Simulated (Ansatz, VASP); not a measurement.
K2PtC6N6: VASP beside Ansatz

The input INCAR:

```
PREC = Accurate
ENCUT = 520
EDIFF = 1E-8
ISMEAR = -1
SIGMA = 0.05
LREAL = Auto
LASPH = T
NELM = 60
ALGO = Normal
ISIF = 2
LWAVE = F
LCHARG = F
GGA = PE
LEFG = T
NBANDS = 54
```

File KPOINTS:

```
Automatic mesh
0
Gamma
  5 5 5
```

The input POSCAR:

```
K2PtC6N6
1.0
    7.3927988720      0.0000000000      0.0000000000
   -3.6963994360      6.4023516282      0.0000000000
    0.0000000000      0.0000000000      6.6613000000
K Pt C N
2 1 6 6
Direct
    0.3333333333      0.6666666667      0.5000000000
    0.6666666667      0.3333333333      0.5000000000
    0.0000000000      0.0000000000      0.0000000000
    0.2222000000      0.2222000000      0.1748000000
    0.7778000000      0.0000000000      0.1748000000
    0.0000000000      0.7778000000      0.1748000000
    0.7778000000      0.7778000000      0.8252000000
    0.0000000000      0.2222000000      0.8252000000
    0.2222000000      0.0000000000      0.8252000000
    0.3460000000      0.3460000000      0.2753000000
    0.6540000000      0.0000000000      0.2753000000
    0.0000000000      0.6540000000      0.2753000000
    0.6540000000      0.6540000000      0.7247000000
    0.0000000000      0.3460000000      0.7247000000
    0.3460000000      0.0000000000      0.7247000000
```

Input for Ansatz:

```yaml
crystal:
  lattice:
    - [7.392798872, 0.0, 0.0]
    - [-3.696399436, 6.4023516282, 0.0]
    - [0.0, 0.0, 6.6613]
  atoms:
    - { symbol: K, position: [0.3333333333, 0.6666666667, 0.5] }
    - { symbol: K, position: [0.6666666667, 0.3333333333, 0.5] }
    - { symbol: Pt, position: [0.0, 0.0, 0.0] }
    - { symbol: C, position: [0.2222, 0.2222, 0.1748] }
    - { symbol: C, position: [0.7778, 0.0, 0.1748] }
    - { symbol: C, position: [0.0, 0.7778, 0.1748] }
    - { symbol: C, position: [0.7778, 0.7778, 0.8252] }
    - { symbol: C, position: [0.0, 0.2222, 0.8252] }
    - { symbol: C, position: [0.2222, 0.0, 0.8252] }
    - { symbol: "N", position: [0.346, 0.346, 0.2753] }
    - { symbol: "N", position: [0.654, 0.0, 0.2753] }
    - { symbol: "N", position: [0.0, 0.654, 0.2753] }
    - { symbol: "N", position: [0.654, 0.654, 0.7247] }
    - { symbol: "N", position: [0.0, 0.346, 0.7247] }
    - { symbol: "N", position: [0.346, 0.0, 0.7247] }
kpoints:
  mp_grid: { grid: [5, 5, 5] }
scf:
  occupations: { method: fermi_dirac, width: 0.05 }
hamiltonian:
  xc: pbe
  pseudopotentials: { kind: paw }
output:
  forces: true
  stress: true
  populations: true
  efg:
    quadrupole_moments_barn: { K: 0.0603, "N": 0.02044 }
    contact_densities: true
  write_density: true
  write_potential: true
  elf: true
  volumetric_format: npy
```

Alike in both runs: task electric field gradients; functional PBE; k mesh 5 × 5 × 5; occupations fermi-dirac, width 0.05 eV; no spin polarisation.

|  | VASP | Ansatz |
| --- | --- | --- |
| version | VASP 6.6.1 | Ansatz 0.2.0 |
| potentials or method | VASP PAW PBE potentials, release 64 (K_sv, Pt, C, N) | plane-wave PAW, scalar-relativistic |
| plane-wave cutoff (eV) | 520 | 420 |
| valence electrons in the cell | 82 | 90 |

```csv
,VASP,Ansatz,Ansatz less VASP
gap on the k mesh at the Fermi level (eV),5.88,5.89,+0.010
pressure (GPa),5.6,5.0,-0.55
"traceless stress, the component that is largest in VASP (GPa)",0.30,0.27,-0.028
rms of the force components (eV/Å),2.185,1.855,-0.3294
size of Vzz on the site where it differs most (V/Å²),54.1,40.9,-13.19
```

Atom by atom the forces differ by 0.330 eV/Å (rms over components). With one functional, cell and mesh, what is left measures potentials, basis and numerics. VASP's potentials hold 82 valence electrons a cell and Ansatz's 90, so a difference there can come from the potentials and not from the codes.

Neither program's run includes spin-orbit coupling. Noted on VASP's run: the standard files for N, O and F lose accuracy on very short bonds.
